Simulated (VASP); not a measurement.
Wanted: the native input for a VASP 6.6.1 run.

```
Task                               : single point
Functional                         : HF
Potentials or basis                : VASP PAW PBE potentials, release 64 (As_d, B)
Cutoff                             : 420 eV
k mesh                             : 5 × 5 × 5
Occupations                        : fermi-dirac, width 0.05 eV
Spin                               : no spin polarisation
Dipole correction                  : no
Grid for exact exchange (PRECFOCK) : Normal
Further INCAR settings             : ALGO = Normal; EDIFF = 1e-06; NBANDS = 16
Share of exact exchange            : 1
```

Crystal: BAs.

```
As B
1.0
     0.00000    2.41414    2.41414
     2.41414    0.00000    2.41414
     2.41414    2.41414    0.00000
As B
1 1
Cartesian
  3.6212 3.6212 3.6212
  0.0000 0.0000 0.0000
```

One way to write it, as run:

POSCAR

```
BAs
1.0
    0.0000000000      2.4141378833      2.4141378833
    2.4141378833      0.0000000000      2.4141378833
    2.4141378833      2.4141378833      0.0000000000
As B
1 1
Direct
    0.7500000000      0.7500000000      0.7500000000
    0.0000000000      0.0000000000      0.0000000000
```

INCAR.step1

```
SYSTEM = BAs
PREC     = Accurate       ! precision mode
ENCUT    = 420            ! plane-wave cutoff, eV
EDIFF    = 1E-5           ! SCF threshold, eV
ISMEAR   = -1             ! smearing method
SIGMA    = 0.05           ! smearing width, eV
LREAL    = .False.        ! projectors in reciprocal space
LASPH    = .True.         ! aspherical terms in the spheres
NELM     = 120            ! most SCF steps
ALGO     = Normal         ! electronic algorithm
ISIF     = 2              ! what is computed and relaxed
LWAVE    = .True.         ! write WAVECAR
GGA      = PE             ! functional
NBANDS   = 16             ! bands
GGA_COMPAT= .False.
```

INCAR.step2

```
SYSTEM = BAs
PREC     = Accurate       ! precision mode
ENCUT    = 420            ! plane-wave cutoff, eV
EDIFF    = 1E-6           ! SCF threshold, eV
ISMEAR   = -1             ! smearing method
SIGMA    = 0.05           ! smearing width, eV
LREAL    = .False.        ! projectors in reciprocal space
LASPH    = .True.         ! aspherical terms in the spheres
NELM     = 120            ! most SCF steps
ALGO     = Normal         ! electronic algorithm
ISIF     = 2              ! what is computed and relaxed
LWAVE    = .False.        ! write WAVECAR
LCHARG   = .True.         ! write CHGCAR
GGA      = PE             ! functional
LHFCALC  = .True.         ! exact exchange
AEXX     = 1.0            ! exact-exchange fraction
ALDAC    = 0.0          
AGGAC    = 0.0          
PRECFOCK = Normal       
LELF     = .True.         ! ELF
LVHAR    = .True.       
ISTART   = 1            
NBANDS   = 16             ! bands
GGA_COMPAT= .False.
```

KPOINTS

```
regular mesh
0
Gamma
  5 5 5
  0 0 0
```

Potentials or basis: VASP PAW PBE potentials, release 64 (As_d, B).

Run with:

```bash
$ cat potpaw_PBE.64/As_d/POTCAR potpaw_PBE.64/B/POTCAR > POTCAR
$ cp INCAR.step1 INCAR
$ mpirun -np 1 vasp_std > vasp.out
$ cp INCAR.step2 INCAR
$ mpirun -np 1 vasp_std > vasp.out
```

Results of the run:

- Pressure: -0.9 GPa
- Band gap on the k mesh: 7.49 eV (least direct gap 10.16 eV)

Caveat: the k points lie up to 0.45 Å⁻¹ apart; the PAW data sets were made with another functional, which shifts forces and pressure a little; an odd mesh through Γ misses points on the zone boundary, where band edges can lie.

Wall time 8.3 min on 1 thread of Intel(R) Xeon(R) Platinum 8488C (Sapphire Rapids) (shared host), peak memory 0.14 GiB.
